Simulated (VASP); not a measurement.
# TaN (C2/m) in VASP: further runs

The runs below take TaN through single point, with PBEsol.

All numbers are computed with VASP 6.6.1; they aren't measurements. Logs are shortened: lines on timing, memory, paths and dates and some standing lists are left out, and cuts for length are marked.

## 1. The cell of the first run

The structure is monoclinic, space group C2/m (No. 12). The conventional cell has a = 4.375 Å, b = 4.375 Å, c = 4.375 Å, α = 90.00°, β = 90.00°, γ = 90.00°. Within 2.8 Å of Ta (site symmetry m) lie 6 N at 2.06 to 2.34 Å and 1 Ta at 2.77 Å. N (site symmetry m) has 6 Ta at 2.06 to 2.34 Å and 3 N at 2.57 to 2.76 Å within 2.8 Å.

## 2. Single point, PBEsol (atoms displaced along a vibrational mode)

File INCAR:

```
ALGO = Normal
EDIFF = 1E-6
ENCUT = 520
GGA = PS
ISIF = 2
ISMEAR = 0
LASPH = T
LCHARG = T
LELF = T
LREAL = F
LVHAR = T
LWAVE = F
NBANDS = 24
NELM = 80
PREC = Accurate
SIGMA = 0.15
```

File KPOINTS:

```
k-points
0
Gamma
  14 14 10
```

File POSCAR:

```
TaN
1.0
    0.0000000000     -2.1874436362     -2.1874436362
    0.0000000000      2.1874436362     -2.1874436362
    4.3748872723      0.0000000000      0.0000000000
Ta N
2 2
Direct
    0.5237167902      0.4762832098     -0.0278415704
   -0.0237167902      0.0237167902      0.5278415704
    0.4739421857      0.5260578143      0.4403413200
    0.0260578143     -0.0260578143      0.0596586800
```

Potentials or basis: VASP PAW PBE potentials, release 64 (Ta_pv, N).

Run with:

```console
$ cat potpaw_PBE.64/Ta_pv/POTCAR potpaw_PBE.64/N/POTCAR > POTCAR
$ mpirun -np 1 vasp_std > vasp.out
```

OUTCAR:

```text
EDIFF = 1E-6
   ENCUT = 520
   GGA = PS
   ISIF = 2
   ISMEAR = 0
   LASPH = T
   LREAL = F
   NELM = 80
   PREC = Accurate

 ion  position               nearest neighbor table
   1  0.524  0.476  0.972-   3 2.06   4 2.21   4 2.22   4 2.22   4 2.23   3 2.34   2 2.77   2 2.93
                             2 2.93   2 3.08   2 3.14   2 3.28   2 3.28   2 3.41
   2  0.976  0.024  0.528-   4 2.06   3 2.21   3 2.22   3 2.22   3 2.23   4 2.34   1 2.77   1 2.93
                             1 2.93   1 3.08   1 3.14   1 3.28   1 3.28   1 3.41
   3  0.474  0.526  0.440-   1 2.06   2 2.21   2 2.22   2 2.22   2 2.23   1 2.34
   4  0.026  0.974  0.060-   2 2.06   1 2.21   1 2.22   1 2.22   1 2.23   2 2.34

  LATTYP: Found a simple tetragonal cell.
 ALAT       =     3.0935124572
 C/A-ratio  =     1.4142135623

  Lattice vectors:

 A1 = (   0.0000000000,  -2.1874436362,  -2.1874436362)
 A2 = (   0.0000000000,   2.1874436362,  -2.1874436362)
 A3 = (   4.3748872723,   0.0000000000,   0.0000000000)

Analysis of symmetry for initial positions (statically):
=====================================================================
 Subroutine PRICEL returns:
 Original cell was already a primitive cell.

 Routine SETGRP: Setting up the symmetry group for a
 simple tetragonal supercell.

 Subroutine GETGRP returns: Found  4 space group operations
 (whereof  2 operations were pure point group operations)
 out of a pool of 16 trial point group operations.

The static configuration has the point symmetry C_1h.
 The point group associated with its full space group is C_2h.

Analysis of symmetry for dynamics (positions and initial velocities):
=====================================================================
 Subroutine PRICEL returns:
 Original cell was already a primitive cell.

 Routine SETGRP: Setting up the symmetry group for a
 simple tetragonal supercell.

 Subroutine GETGRP returns: Found  4 space group operations
 (whereof  2 operations were pure point group operations)
 out of a pool of 16 trial point group operations.

The dynamic configuration has the point symmetry C_1h.
 The point group associated with its full space group is C_2h.

 Subroutine INISYM returns: Found  4 space group operations
 (whereof  2 operations are pure point group operations),
 and found     1 'primitive' translations

----------------------------------------------------------------------------------------

                                     Primitive cell

  volume of cell :      41.8669

  direct lattice vectors                    reciprocal lattice vectors
     0.000000000 -2.187443636 -2.187443636     0.000000000 -0.228577318 -0.228577318
     0.000000000  2.187443636 -2.187443636     0.000000000  0.228577318 -0.228577318
     4.374887272  0.000000000  0.000000000     0.228577318  0.000000000  0.000000000

  length of vectors
     3.093512457  3.093512457  4.374887272     0.323257143  0.323257143  0.228577318

  position of ions in fractional coordinates (direct lattice)
     0.523716790  0.476283210  0.972158430
     0.976283210  0.023716790  0.527841570
     0.473942186  0.526057814  0.440341320
     0.026057814  0.973942186  0.059658680

  ion indices of the primitive-cell ions
   primitive index   ion index
                 1           1
                 2           2
                 3           3
                 4           4

----------------------------------------------------------------------------------------

 KPOINTS: k-points

Automatic generation of k-mesh.
 Grid dimensions read from file:
 generate k-points for:   14   14   10

 Generating k-lattice:

  Cartesian coordinates                     Fractional coordinates (reciprocal lattice)
     0.000000000 -0.016326951 -0.016326951     0.071428571  0.000000000  0.000000000
     0.000000000  0.016326951 -0.016326951     0.000000000  0.071428571  0.000000000
     0.022857732  0.000000000  0.000000000     0.000000000  0.000000000  0.100000000

  Length of vectors
     0.023089796  0.023089796  0.022857732

  Shift w.r.t. Gamma in fractional coordinates (k-lattice)
     0.000000000  0.000000000  0.000000000

 Subroutine IBZKPT returns following result:
 ===========================================

 Found    534 irreducible k-points:

 Following reciprocal coordinates:
            Coordinates               Weight
  0.000000  0.000000  0.000000      1.000000
  0.071429  0.000000  0.000000      4.000000
  0.142857  0.000000  0.000000      4.000000
  0.214286  0.000000  0.000000      4.000000
  0.285714  0.000000  0.000000      4.000000
  0.357143  0.000000  0.000000      4.000000
[... 16 lines left out ...]
 -0.142857  0.142857  0.000000      2.000000
  0.214286  0.142857  0.000000      4.000000
 [... further k-points ...]
   k-points           NKPTS =    534   k-points in BZ     NKDIM =    534   number of bands    NBANDS=     24
   number of dos      NEDOS =    301   number of ions     NIONS =      4
   total plane-waves  NPLWV =  20736
   dimension x,y,z NGX =    24 NGY =   24 NGZ =   36
   dimension x,y,z NGXF=    48 NGYF=   48 NGZF=   72
   ions per type =               2   2
   NGX,Y,Z   is equivalent  to a cutoff of  12.90, 12.90, 13.68 a.u.
   NGXF,Y,Z  is equivalent  to a cutoff of  25.80, 25.80, 27.36 a.u.
 SYSTEM =  unknown system
   PREC   = accura    normal or accurate (medium, high low for compatibility)
   ISTART =      0    job   : 0-new  1-cont  2-samecut
   ICHARG =      2    charge: 1-file 2-atom 10-const
   ISPIN  =      1    spin polarized calculation?
   LNONCOLLINEAR =      F non collinear calculations
   LSORBIT =      F    spin-orbit coupling
   LASPH  =      T    aspherical Exc in radial PAW
   ENCUT  =  520.0 eV  38.22 Ry    6.18 a.u.   5.75  5.75  8.13*2*pi/ulx,y,z
   NELM   =     80;   NELMIN=  2; NELMDL= -5     # of ELM steps
   EDIFF  = 0.1E-05   stopping-criterion for ELM
   LREAL  =      F    real-space projection
   EDIFFG = 0.1E-04   stopping-criterion for IOM
   NSW    =      0    number of steps for IOM
   IBRION =     -1    ionic relax: 0-MD 1-quasi-New 2-CG
   NFREE  =      0    steps in history (QN), initial steepest desc. (CG)
   ISIF   =      2    stress and relaxation
   ISYM   =      2    0-nonsym 1-usesym 2-fastsym
   POTIM  = 0.5000    time-step for ionic-motion
   TEBEG  =    0.0;   TEEND  =   0.0 temperature during run
   PSTRESS=    0.0 pullay stress
   NELECT =      32.0000    total number of electrons
   NUPDOWN=      -1.0000    fix difference up-down
   EMIN   =  10.00;   EMAX   =-10.00  energy-range for DOS
   EFERMI =   0.00;   METHOD = LEGACY
   ISMEAR =     0;   SIGMA  =   0.15  broadening in eV -4-tet -1-fermi 0-gaus
   EFERMI_NEDOS =   21; number of points for ismear=-14 and -15
   IALGO  =     38    algorithm
   IMIX   =      4    mixing-type and parameters
     AMIX     =   0.40;   BMIX     =  1.00
     AMIX_MAG =   1.60;   BMIX_MAG =  1.00
  volume/ion in A,a.u.               =      10.47        70.63
  Fermi-wavevector in a.u.,A,eV,Ry     =   1.496814  2.828569 30.483219  2.240453
  Thomas-Fermi vector in A             =   2.608783
   LORBIT       =      0    0 simple, 1 ext, 2 COOP (PROOUT), +10 PAW based schemes
   GGA     = PS    functional components
   LHFCALC =     F    Hartree Fock is set to
   AEXX    =    0.0000 exact exchange contribution
   IVDW    =     0    specifies the selected vdW correction
   LEPSILON=     F    determine dielectric tensor
   LRPA    =     F    only Hartree local field effects (RPA)
 non-spin polarized calculation
 Gauss-broadening in eV      SIGMA  =   0.15
  energy-cutoff  :      520.00
  volume of cell :       41.87
 maximum number of plane-waves:      1176
   NGX = 11   NGY = 11   NGZ = 17

 number of electron      32.0000005 magnetization

 Free energy of the ion-electron system (eV)
  ---------------------------------------------------
  ext. energy  EPLUGINS =         0.00000000
  ---------------------------------------------------
  free energy    TOTEN  =       -46.34427982 eV

  energy without entropy =      -46.33016769  energy(sigma->0) =      -46.33722375

 E-fermi :   8.9763     XC(G=0): -13.6773

 val. band max:        8.9744934332   @ k =   0.2143   0.1429   0.3000
 cond. band min:       8.9821271535   @ k =  -0.2857  -0.1429   0.3000
 fundamental gap:      0.0076337203
 Fermi energy:         8.9763093124

 k-point     1 :       0.0000    0.0000    0.0000
  band No.  band energies     occupation
      1     -26.9540      2.00000
      2     -26.5210      2.00000
      3     -26.5150      2.00000
      4     -26.2048      2.00000
      5     -26.1853      2.00000
      6     -26.0305      2.00000
[... 16 lines left out ...]
     23      12.9199      0.00000
     24      13.2706      0.00000

 k-point     2 :       0.0714    0.0000    0.0000
  band No.  band energies     occupation
      1     -26.9436      2.00000
      2     -26.5419      2.00000
      3     -26.5111      2.00000
      4     -26.2209      2.00000
      5     -26.1949      2.00000
      6     -26.0391      2.00000
[... 16 lines left out ...]
     23      12.9142      0.00000
     24      13.2803      0.00000

 k-point     3 :       0.1429    0.0000    0.0000
  band No.  band energies     occupation
      1     -26.9139      2.00000
      2     -26.6053      2.00000
      3     -26.4927      2.00000
      4     -26.2882      2.00000
      5     -26.2044      2.00000
      6     -26.0604      2.00000
[... 16 lines left out ...]
     23      13.0300      0.00000
     24      13.2704      0.00000

 k-point     4 :       0.2143    0.0000    0.0000
  band No.  band energies     occupation
      1     -26.8708      2.00000
      2     -26.6916      2.00000
      3     -26.4682      2.00000
      4     -26.3875      2.00000
      5     -26.2179      2.00000
      6     -26.0898      2.00000
[... 16 lines left out ...]
     23      13.2738      0.00000
     24      13.5605      0.00000

 k-point     5 :       0.2857    0.0000    0.0000
  band No.  band energies     occupation
      1     -26.8294      2.00000
      2     -26.7788      2.00000
      3     -26.5103      2.00000
      4     -26.4153      2.00000
      5     -26.2407      2.00000
      6     -26.1253      2.00000
[... 16 lines left out ...]
     23      13.6700      0.00000
     24      14.1084      0.00000

 k-point     6 :       0.3571    0.0000    0.0000
  band No.  band energies     occupation
      1     -26.8547      2.00000
      2     -26.8155      2.00000
      3     -26.5653      2.00000
      4     -26.3795      2.00000
      5     -26.2753      2.00000
      6     -26.1623      2.00000
[... 16 lines left out ...]
     23      14.8373      0.00000
     24      14.9181      0.00000
[... 379 lines left out ...]
 k-point    21 :       0.5000    0.0714    0.0000
  band No.  band energies     occupation
      1     -26.8985      2.00000
      2     -26.8800      2.00000
      3     -26.5347      2.00000
      4     -26.3743      2.00000
      5     -26.3164      2.00000
      6     -26.2191      2.00000
[... 16 lines left out ...]
     23      15.8245      0.00000
     24      15.9981      0.00000

 k-point    22 :       0.1429    0.1429    0.0000
  band No.  band energies     occupation
      1     -26.8778      2.00000
      2     -26.6078      2.00000
      3     -26.5505      2.00000
      4     -26.3518      2.00000
      5     -26.2455      2.00000
      6     -26.0775      2.00000
[... 16 lines left out ...]
     23      13.2548      0.00000
     24      13.7043      0.00000

 k-point    23 :      -0.1429    0.1429    0.0000
  band No.  band energies     occupation
      1     -26.8760      2.00000
      2     -26.6166      2.00000
      3     -26.5456      2.00000
      4     -26.3372      2.00000
      5     -26.2359      2.00000
      6     -26.1004      2.00000
[... 16 lines left out ...]
     23      13.1931      0.00000
     24      13.5548      0.00000

 k-point    24 :       0.2143    0.1429    0.0000
  band No.  band energies     occupation
      1     -26.8392      2.00000
      2     -26.6809      2.00000
      3     -26.5350      2.00000
      4     -26.4401      2.00000
      5     -26.2631      2.00000
      6     -26.1046      2.00000
[... 16 lines left out ...]
     23      13.3207      0.00000
     24      14.3014      0.00000

 [... further k-points ...]

------------------------ aborting loop because EDIFF is reached ----------------------------------------

  FORCE on cell =-STRESS in cart. coord.  units (eV):
  Direction    XX          YY          ZZ          XY          YZ          ZX
  --------------------------------------------------------------------------------------
  -------------------------------------------------------------------------------------
  Total        6.4747865     -1.1352786     -2.3642521     -0.2635413      0.0000000      0.0000000
  in kB      247.7795323    -43.4452617    -90.4760770    -10.0852975      0.0000000      0.0000000
  external PRESSURE =      37.9527312 kB  Pullay stress =       0.0000000 kB

 VOLUME and BASIS-vectors are now :
 -----------------------------------------------------------------------------
  energy-cutoff  :      520.00
  volume of cell :       41.87
      direct lattice vectors                 reciprocal lattice vectors
     0.000000000 -2.187443636 -2.187443636     0.000000000 -0.228577318 -0.228577318
     0.000000000  2.187443636 -2.187443636     0.000000000  0.228577318 -0.228577318
     4.374887272  0.000000000  0.000000000     0.228577318  0.000000000  0.000000000

 POSITION                                       TOTAL-FORCE (eV/Angst)
 -----------------------------------------------------------------------------------
      4.25308     -0.10376     -2.18744        -0.461017     -0.015781      0.000000
      2.30925     -2.08369     -2.18744         0.461017      0.015781      0.000000
      1.92644      0.11400     -2.18744         2.037887     -0.519164      0.000000
      0.26100      2.07344     -2.18744        -2.037887      0.519164      0.000000
 -----------------------------------------------------------------------------------
    total drift:                                0.000000     -0.000000      0.000000

  FREE ENERGIE OF THE ION-ELECTRON SYSTEM (eV)
  ---------------------------------------------------
  free  energy   TOTEN  =       -46.3442798168 eV

  energy  without entropy=      -46.3301676884  energy(sigma->0) =      -46.33722375
```

Wall time 3.4 min (1 thread of Intel Xeon 6975P-C (Granite Rapids), shared host); peak memory 0.52 GiB.

Results:

| Item | Value |
| --- | --- |
| Free energy | -46.3443 eV |
| Pressure | 3.8 GPa |
| Largest force | 2.103 eV/Å |
| Band gap on the k mesh | zero (bands 16 and 17 overlap by 2.67 eV) |

Forces on the atoms (eV/Å):
```
Ta  -0.461 -0.016  0.000
Ta   0.461  0.016  0.000
N    2.038 -0.519  0.000
N   -2.038  0.519  0.000
```

Stress tensor (GPa, compression positive):
```
24.78 -1.01  0.00
-1.01 -4.34  0.00
 0.00  0.00 -9.05
```

Caveat: the cell differs from its parent crystal (atoms displaced along a vibrational mode); the cell stands under pressure; the PAW data sets were made with another functional, which shifts forces and pressure a little; spin-orbit coupling is left out, which moves the levels of the heavy elements.

## 3. Single point, PBEsol (atoms displaced along a vibrational mode)

File INCAR:

```
PREC = Accurate
ENCUT = 520
EDIFF = 1E-6
ISMEAR = 0
SIGMA = 0.15
LREAL = False
LASPH = True
NELM = 80
ALGO = Normal
ISIF = 2
LWAVE = False
LCHARG = False
GGA = PS
NBANDS = 24
```

File KPOINTS:

```
regular mesh
0
Gamma
  14 14 10
```

File POSCAR:

```
TaN
1.0
    0.0000000000     -2.1874436362     -2.1874436362
    0.0000000000      2.1874436362     -2.1874436362
    4.3748872723      0.0000000000      0.0000000000
Ta N
2 2
Direct
    0.5474335804      0.4525664196     -0.0208865114
   -0.0474335804      0.0474335804      0.5208865114
    0.4478843715      0.5521156285      0.4552445611
    0.0521156285     -0.0521156285      0.0447554389
```

Potentials or basis: VASP PAW PBE potentials, release 64 (Ta_pv, N).

Run with:

```console
$ cat potpaw_PBE.64/Ta_pv/POTCAR potpaw_PBE.64/N/POTCAR > POTCAR
$ mpirun -np 1 vasp_std > vasp.out
```

It took 3.5 min on 1 thread of Intel Xeon 6975P-C (Granite Rapids), shared host; peak memory 0.52 GiB.

It converged, with:

```
Free energy            : -46.2399 eV
Pressure               : 3.5 GPa
Largest force          : 1.904 eV/Å
Band gap on the k mesh : zero (bands 16 and 17 overlap by 2.58 eV)
```

Forces in eV/Å, atoms in the order of the input:
```
Ta  -0.458  1.047  0.000
Ta   0.458 -1.047  0.000
N    1.402 -1.288  0.000
N   -1.402  1.288  0.000
```

Stress tensor (GPa, compression positive):
```
12.76 -1.26  0.00
-1.26  6.27  0.00
 0.00  0.00 -8.64
```

Levels at points of the mesh, in eV from the Fermi level:
| k point | band 12 | band 13 | band 14 | band 15 | band 16 | band 17 | band 18 | band 19 | band 20 | band 21 |
| --- | --- | --- | --- | --- | --- | --- | --- | --- | --- | --- |
| (0.00, 0.00, 0.00) | -4.37 | -3.61 | -2.94 | -2.69 | -2.05 | -0.86 | -0.36 | 0.69 | 1.38 | 2.40 |
| (0.50, 0.00, 0.00) | -6.62 | -6.16 | -4.40 | -1.47 | 0.02 | 1.15 | 1.79 | 2.96 | 3.32 | 3.43 |
| (0.50, 0.50, 0.00) | -4.88 | -4.17 | -3.88 | -3.44 | -2.38 | 3.03 | 3.51 | 3.94 | 4.42 | 4.52 |
| (0.00, 0.00, 0.50) | -4.70 | -3.90 | -3.65 | -3.42 | -3.07 | 0.20 | 1.38 | 1.57 | 1.67 | 2.70 |
| (0.50, 0.00, 0.50) | -6.72 | -6.60 | -6.30 | 1.13 | 1.34 | 1.53 | 2.00 | 2.57 | 2.75 | 4.72 |
| (0.50, 0.50, 0.50) | -6.55 | -5.04 | -4.61 | -1.60 | -1.47 | 1.36 | 2.71 | 4.09 | 4.29 | 4.59 |

Caveat: the cell differs from its parent crystal (atoms displaced along a vibrational mode); the cell stands under pressure; the PAW data sets were made with another functional, which shifts forces and pressure a little; spin-orbit coupling is left out, which moves the levels of the heavy elements.
